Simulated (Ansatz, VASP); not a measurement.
## One calculation of KBr, two programs

```
K Br
1.0
     3.74855    0.00000    0.00000
     0.00000    3.74855    0.00000
     0.00000    0.00000    5.00972
K Br
1 1
Direct
  0.50000 0.50000 0.50000
  0.00000 0.00000 0.00000
```

Change from the starting cell: species swapped into the MnIr type (P4/mmm, No. 123).

Alike in both runs: task single point; functional PBE; k mesh 4 × 4 × 4; occupations gaussian, width 0.1 eV; no spin polarisation.

|  | VASP | Ansatz |
| --- | --- | --- |
| version | VASP 6.6.1 | Ansatz 0.2.0 |
| potentials or method | VASP PAW PBE potentials, release 64 (K_sv, Br), cutoff 520 eV | scalar-relativistic, plane waves, PAW |
| valence electrons in the cell | 16 | 16 |

|  | VASP | Ansatz | Ansatz less VASP |
| --- | --- | --- | --- |
| gap on the k mesh at the Fermi level (eV) | 2.14 | 2.15 | 0.000 |
| least direct gap on the mesh (eV) | 2.40 | 2.40 | 0.000 |
| pressure (GPa) | -0.6 | -0.6 | -0.01 |
| traceless stress, the component that is largest in VASP (GPa) | -6.93 | -6.94 | -0.005 |

The functional is the same, so the differences come from potentials, cutoffs and numerics.
